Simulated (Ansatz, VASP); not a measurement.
## Two plane-wave programs on Sn

```
Sn
1.0
     0.00000    3.19692    3.24560
     3.24560    0.00000    3.24560
     3.24560    3.19692    0.00000
Sn
2
Direct
  0.50000 0.50000 0.50000
  0.75000 0.75000 0.75000
```

Change from the starting cell: strain -0.0150 x Voigt [0, 1, 0, 0, 0, 0], atoms carried along.

Alike in both runs: task single point; functional LDA; k mesh 12 × 12 × 12; occupations gaussian, width 0.15 eV; no spin polarisation.

|  | VASP | Ansatz |
| --- | --- | --- |
| version | VASP 6.6.1 | Ansatz 0.2.0 |
| potentials or method | VASP PAW LDA potentials, release 64 (Sn_d), cutoff 520 eV | scalar-relativistic, plane waves, PAW |
| valence electrons in the cell | 28 | 28 |

```csv
,VASP,Ansatz,Ansatz less VASP
gap on the k mesh at the Fermi level (eV),none,none,-
pressure (GPa),0.3,0.3,+0.04
"traceless stress, the component that is largest in VASP (GPa)",0.31,0.31,-0.002
```

LDA's correlation is that of Perdew and Zunger in VASP and of Perdew and Wang (1992) in Ansatz. A gap of «none» marks a metal or a gap that the smearing closes.
